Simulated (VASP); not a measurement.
# Cl (Cmce) in VASP: single point with PBEsol

Aim: the single point of Cl with PBEsol.

Program: VASP 6.6.1. These are calculated values, not measurements. Logs are shortened: lines on timing, memory, paths and dates and some standing lists are left out, and cuts for length are marked.

## 1. The cell of the first run

It takes space group Cmce (No. 64, orthorhombic). The conventional cell has a = 6.951 Å, b = 3.879 Å, c = 8.009 Å, α = 90.00°, β = 90.00°, γ = 90.00°. Within 2.7 Å of Cl (site symmetry m) lie 1 Cl at 2.03 Å.

## 2. Single point, PBEsol

Input file INCAR:

```
PREC     = Accurate       # precision mode
ENCUT    = 500            # plane-wave cutoff, eV
EDIFF    = 1E-6           # SCF threshold, eV
ISMEAR   = -1             # smearing method
SIGMA    = 0.02           # smearing width, eV
LREAL    = F              # projectors in reciprocal space
LASPH    = T              # aspherical terms in the spheres
NELM     = 120            # most SCF steps
ALGO     = Normal         # electronic algorithm
ISIF     = 2              # what is computed and relaxed
LWAVE    = F              # write WAVECAR
LCHARG   = T              # write CHGCAR
GGA      = PS             # functional
LELF     = T              # ELF
LVHAR    = T            
NBANDS   = 22             # bands
GGA_COMPAT= F
```

Input file KPOINTS:

```
Automatic mesh
0
Gamma
  6 6 3
```

Input file POSCAR:

```
Cl
1.0
    3.4753856544     -1.9395456905      0.0000000000
    3.4753856544      1.9395456905      0.0000000000
    0.0000000000      0.0000000000      8.0094131295
Cl
4
Direct
    0.8732759845      0.1267240155      0.1111135599
    0.6267240155      0.3732759845      0.6111135599
    0.1267240155      0.8732759845      0.8888864401
    0.3732759845      0.6267240155      0.3888864401
```

Potentials or basis: VASP PAW PBE potentials, release 64 (Cl).

Started as:

```
cat potpaw_PBE.64/Cl/POTCAR > POTCAR
mpirun -np 1 vasp_std > vasp.out
```

OUTCAR:

```text
PREC = Accurate
   ENCUT = 500
   EDIFF = 1E-6
   ISMEAR = -1
   LREAL = F
   LASPH = T
   NELM = 120
   ISIF = 2
   GGA = PS

 ion  position               nearest neighbor table
   1  0.873  0.127  0.111-   3 2.03
   2  0.627  0.373  0.611-   4 2.03
   3  0.127  0.873  0.889-   1 2.03
   4  0.373  0.627  0.389-   2 2.03

  LATTYP: Found a base centered orthorhombic cell.
 ALAT       =     3.8790913810
 B/A-ratio  =     1.7918555213
 C/A-ratio  =     2.0647652615

  Lattice vectors:

 A1 = (  -3.4753856544,  -1.9395456905,   0.0000000000)
 A2 = (   3.4753856544,  -1.9395456905,   0.0000000000)
 A3 = (   0.0000000000,   0.0000000000,   8.0094131295)

Analysis of symmetry for initial positions (statically):
=====================================================================
 Subroutine PRICEL returns:
 Original cell was already a primitive cell.

 Routine SETGRP: Setting up the symmetry group for a
 base centered orthorhombic supercell.

 Subroutine GETGRP returns: Found  8 space group operations
 (whereof  4 operations were pure point group operations)
 out of a pool of  8 trial point group operations.

The static configuration has the point symmetry C_2h.
 The point group associated with its full space group is D_2h.

Analysis of symmetry for dynamics (positions and initial velocities):
=====================================================================
 Subroutine PRICEL returns:
 Original cell was already a primitive cell.

 Routine SETGRP: Setting up the symmetry group for a
 base centered orthorhombic supercell.

 Subroutine GETGRP returns: Found  8 space group operations
 (whereof  4 operations were pure point group operations)
 out of a pool of  8 trial point group operations.

The dynamic configuration has the point symmetry C_2h.
 The point group associated with its full space group is D_2h.

 Subroutine INISYM returns: Found  8 space group operations
 (whereof  4 operations are pure point group operations),
 and found     1 'primitive' translations

----------------------------------------------------------------------------------------

                                     Primitive cell

  volume of cell :     107.9776

  direct lattice vectors                    reciprocal lattice vectors
     3.475385654 -1.939545690  0.000000000     0.143868926 -0.257792329  0.000000000
     3.475385654  1.939545690  0.000000000     0.143868926  0.257792329  0.000000000
     0.000000000  0.000000000  8.009413130     0.000000000  0.000000000  0.124853093

  length of vectors
     3.979967705  3.979967705  8.009413130     0.295220515  0.295220515  0.124853093

  position of ions in fractional coordinates (direct lattice)
     0.873275984  0.126724016  0.111113560
     0.626724016  0.373275984  0.611113560
     0.126724016  0.873275984  0.888886440
     0.373275984  0.626724016  0.388886440

  ion indices of the primitive-cell ions
   primitive index   ion index
                 1           1
                 2           2
                 3           3
                 4           4

----------------------------------------------------------------------------------------

 KPOINTS: Automatic mesh

Automatic generation of k-mesh.
 Grid dimensions read from file:
 generate k-points for:    6    6    3

 Generating k-lattice:

  Cartesian coordinates                     Fractional coordinates (reciprocal lattice)
     0.023978154 -0.042965388  0.000000000     0.166666667  0.000000000  0.000000000
     0.023978154  0.042965388  0.000000000     0.000000000  0.166666667  0.000000000
     0.000000000  0.000000000  0.041617698     0.000000000  0.000000000  0.333333333

  Length of vectors
     0.049203419  0.049203419  0.041617698

  Shift w.r.t. Gamma in fractional coordinates (k-lattice)
     0.000000000  0.000000000  0.000000000

 Subroutine IBZKPT returns following result:
 ===========================================

 Found     26 irreducible k-points:

 Following reciprocal coordinates:
            Coordinates               Weight
  0.000000  0.000000  0.000000      1.000000
  0.166667  0.000000  0.000000      4.000000
  0.333333  0.000000  0.000000      4.000000
  0.500000  0.000000  0.000000      2.000000
  0.166667  0.166667  0.000000      2.000000
  0.333333  0.166667  0.000000      4.000000
[... 16 lines left out ...]
  0.333333  0.333333  0.333333      4.000000
  0.500000  0.333333  0.333333      8.000000
 [... further k-points ...]
   k-points           NKPTS =     26   k-points in BZ     NKDIM =     26   number of bands    NBANDS=     22
   number of dos      NEDOS =    301   number of ions     NIONS =      4
   total plane-waves  NPLWV =  54000
   dimension x,y,z NGX =    30 NGY =   30 NGZ =   60
   dimension x,y,z NGXF=    60 NGYF=   60 NGZF=  120
   ions per type =               4
   NGX,Y,Z   is equivalent  to a cutoff of  12.53, 12.53, 12.45 a.u.
   NGXF,Y,Z  is equivalent  to a cutoff of  25.06, 25.06, 24.91 a.u.
 SYSTEM =  unknown system
   PREC   = accura    normal or accurate (medium, high low for compatibility)
   ISTART =      0    job   : 0-new  1-cont  2-samecut
   ICHARG =      2    charge: 1-file 2-atom 10-const
   ISPIN  =      1    spin polarized calculation?
   LNONCOLLINEAR =      F non collinear calculations
   LSORBIT =      F    spin-orbit coupling
   LASPH  =      T    aspherical Exc in radial PAW
   ENCUT  =  500.0 eV  36.75 Ry    6.06 a.u.   7.26  7.26 14.60*2*pi/ulx,y,z
   NELM   =    120;   NELMIN=  2; NELMDL= -5     # of ELM steps
   EDIFF  = 0.1E-05   stopping-criterion for ELM
   LREAL  =      F    real-space projection
   EDIFFG = 0.1E-04   stopping-criterion for IOM
   NSW    =      0    number of steps for IOM
   IBRION =     -1    ionic relax: 0-MD 1-quasi-New 2-CG
   NFREE  =      0    steps in history (QN), initial steepest desc. (CG)
   ISIF   =      2    stress and relaxation
   ISYM   =      2    0-nonsym 1-usesym 2-fastsym
   POTIM  = 0.5000    time-step for ionic-motion
   TEBEG  =    0.0;   TEEND  =   0.0 temperature during run
   PSTRESS=    0.0 pullay stress
   NELECT =      28.0000    total number of electrons
   NUPDOWN=      -1.0000    fix difference up-down
   EMIN   =  10.00;   EMAX   =-10.00  energy-range for DOS
   EFERMI =   0.00;   METHOD = LEGACY
   ISMEAR =    -1;   SIGMA  =   0.02  broadening in eV -4-tet -1-fermi 0-gaus
   EFERMI_NEDOS =   21; number of points for ismear=-14 and -15
   IALGO  =     38    algorithm
   IMIX   =      4    mixing-type and parameters
     AMIX     =   0.40;   BMIX     =  1.00
     AMIX_MAG =   1.60;   BMIX_MAG =  1.00
  volume/ion in A,a.u.               =      26.99       182.17
  Fermi-wavevector in a.u.,A,eV,Ry     =   1.043958  1.972794 14.828280  1.089848
  Thomas-Fermi vector in A             =   2.178690
   LORBIT       =      0    0 simple, 1 ext, 2 COOP (PROOUT), +10 PAW based schemes
   GGA     = PS    functional components
   LHFCALC =     F    Hartree Fock is set to
   AEXX    =    0.0000 exact exchange contribution
   IVDW    =     0    specifies the selected vdW correction
   LEPSILON=     F    determine dielectric tensor
   LRPA    =     F    only Hartree local field effects (RPA)
 non-spin polarized calculation
  energy-cutoff  :      500.00
  volume of cell :      107.98
 maximum number of plane-waves:      2774
 NGX is ok and might be reduce to    30
   NGX = 15   NGY = 15   NGZ = 29

 number of electron      27.9999995 magnetization

 Free energy of the ion-electron system (eV)
  ---------------------------------------------------
  ext. energy  EPLUGINS =         0.00000000
  ---------------------------------------------------
  free energy    TOTEN  =        -8.05867823 eV

  energy without entropy =       -8.05867823  energy(sigma->0) =       -8.05867823

 E-fermi :   0.5031     XC(G=0):  -8.2260

 val. band max:        0.0842632085   @ k =   0.0000   0.0000   0.0000
 cond. band min:       2.1509547062   @ k =   0.0000   0.0000   0.0000
 fundamental gap:      2.0666914977
 Fermi energy:         0.5030686198

 k-point     1 :       0.0000    0.0000    0.0000
  band No.  band energies     occupation
      1     -16.8061      2.00000
      2     -16.3463      2.00000
      3     -13.1946      2.00000
      4     -11.9671      2.00000
      5      -5.8972      2.00000
      6      -4.2068      2.00000
[... 14 lines left out ...]
     21      10.9673      0.00000
     22      11.0480      0.00000

 k-point     2 :       0.1667    0.0000    0.0000
  band No.  band energies     occupation
      1     -16.7269      2.00000
      2     -16.3218      2.00000
      3     -13.1157      2.00000
      4     -12.0619      2.00000
      5      -5.8817      2.00000
      6      -4.4243      2.00000
[... 14 lines left out ...]
     21      10.0862      0.00000
     22      10.8190      0.00000

 k-point     3 :       0.3333    0.0000    0.0000
  band No.  band energies     occupation
      1     -16.5378      2.00000
      2     -16.2952      2.00000
      3     -12.9063      2.00000
      4     -12.3105      2.00000
      5      -5.8260      2.00000
      6      -5.0315      2.00000
[... 14 lines left out ...]
     21      10.6203      0.00000
     22      10.9244      0.00000

 k-point     4 :       0.5000    0.0000    0.0000
  band No.  band energies     occupation
      1     -16.3602      2.00000
      2     -16.3602      2.00000
      3     -12.6201      2.00000
      4     -12.6201      2.00000
      5      -5.5868      2.00000
      6      -5.5868      2.00000
[... 14 lines left out ...]
     21      11.5271      0.00000
     22      11.5271      0.00000

 k-point     5 :       0.1667    0.1667    0.0000
  band No.  band energies     occupation
      1     -16.7687      2.00000
      2     -16.3188      2.00000
      3     -13.1557      2.00000
      4     -11.9595      2.00000
      5      -5.8629      2.00000
      6      -4.2289      2.00000
[... 417 lines left out ...]
 k-point    22 :      -0.1667    0.1667    0.3333
  band No.  band energies     occupation
      1     -16.5029      2.00000
      2     -16.3758      2.00000
      3     -12.7782      2.00000
      4     -12.4644      2.00000
      5      -5.5861      2.00000
      6      -5.0972      2.00000
[... 14 lines left out ...]
     21      10.4165      0.00000
     22      10.4818      0.00000

 k-point    23 :       0.3333    0.3333    0.3333
  band No.  band energies     occupation
      1     -16.5997      2.00000
      2     -16.3878      2.00000
      3     -12.7963      2.00000
      4     -12.2364      2.00000
      5      -5.4404      2.00000
      6      -4.7185      2.00000
[... 14 lines left out ...]
     21       9.9470      0.00000
     22      10.3852      0.00000

 k-point    24 :       0.5000    0.3333    0.3333
  band No.  band energies     occupation
      1     -16.5260      2.00000
      2     -16.3444      2.00000
      3     -12.7555      2.00000
      4     -12.2899      2.00000
      5      -5.4669      2.00000
      6      -4.8609      2.00000
[... 14 lines left out ...]
     21      10.3827      0.00000
     22      10.5004      0.00000

 [... further k-points ...]
[... 5 lines left out ...]
  --------------------------------------------------------------------------------------
  -------------------------------------------------------------------------------------
  Total       -0.0604228     -0.1396383     -0.4296319      0.0000000      0.0000000      0.0000000
  in kB       -0.8965566     -2.0719602     -6.3749005      0.0000000      0.0000000      0.0000000
  external PRESSURE =      -3.1144725 kB  Pullay stress =       0.0000000 kB

 VOLUME and BASIS-vectors are now :
 -----------------------------------------------------------------------------
  energy-cutoff  :      500.00
  volume of cell :      107.98
      direct lattice vectors                 reciprocal lattice vectors
     3.475385654 -1.939545690  0.000000000     0.143868926 -0.257792329  0.000000000
     3.475385654  1.939545690  0.000000000     0.143868926  0.257792329  0.000000000
     0.000000000  0.000000000  8.009413130     0.000000000  0.000000000  0.124853093

 POSITION                                       TOTAL-FORCE (eV/Angst)
 -----------------------------------------------------------------------------------
      3.47539     -1.44797      0.88995         0.000000     -0.068996     -0.125779
      3.47539     -0.49157      4.89466         0.000000      0.068996     -0.125779
      3.47539      1.44797      7.11946         0.000000      0.068996      0.125779
      3.47539      0.49157      3.11475         0.000000     -0.068996      0.125779
 -----------------------------------------------------------------------------------
    total drift:                               -0.000000     -0.000000     -0.000000

  FREE ENERGIE OF THE ION-ELECTRON SYSTEM (eV)
  ---------------------------------------------------
  free  energy   TOTEN  =        -8.0586782343 eV

  energy  without entropy=       -8.0586782342  energy(sigma->0) =       -8.05867823
```

It used 72 s of CPU time on 1 thread of AMD EPYC 7R13 Processor (Zen 3), with other jobs on the host.

Results:

* Free energy: -8.0587 eV
* Pressure: -0.3 GPa
* Largest force: 0.143 eV/Å
* Band gap on the k mesh: 2.07 eV, direct

Forces on the atoms (eV/Å):
```
Cl   0.000 -0.069 -0.126
Cl   0.000  0.069 -0.126
Cl   0.000  0.069  0.126
Cl   0.000 -0.069  0.126
```

Stress tensor (GPa, compression positive):
```
-0.09  0.00  0.00
 0.00 -0.21  0.00
 0.00  0.00 -0.64
```

Caveat: the PAW data sets were made with another functional, which shifts forces and pressure a little.
